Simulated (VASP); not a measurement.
# TaTe: single point with PBE

TaTe:

```
Ta Te
1.0
     3.42009    0.00000    0.00000
     0.00000    3.42009    0.00000
     0.00000    0.00000    3.42009
Ta Te
1 1
Direct
  0.50000 0.50000 0.50000
  0.00000 0.00000 0.00000
```

```
Program                : VASP 6.6.1
Task                   : single point
Functional             : PBE
Potentials or basis    : VASP PAW PBE potentials, release 64 (Ta_pv, Te)
Cutoff                 : 520 eV
k mesh                 : 8 × 8 × 8
Occupations            : fermi-dirac, width 0.05 eV
Spin                   : non-collinear spin, zero start, spin-orbit coupling
Starting moments       : [[0.0, 0.0, 0.0], [0.0, 0.0, 0.0]] μB
Dipole correction      : no
Further INCAR settings : ALGO = Normal; EDIFF = 1e-06; NBANDS = 29
```

The pressure is 0.4 GPa. The net moment is 0.00 μB per cell. The valence electrons inside the program's atomic spheres are Ta 8.76; Te 3.45.

Moments on the atoms (μB; x, y, z):
```
Ta  0.00 0.00 0.00
Te  0.00 0.00 0.00
```

Run time: 72 s on 1 thread of Intel(R) Xeon(R) Platinum 8488C (Sapphire Rapids), on a shared host, peak memory 0.27 GiB.
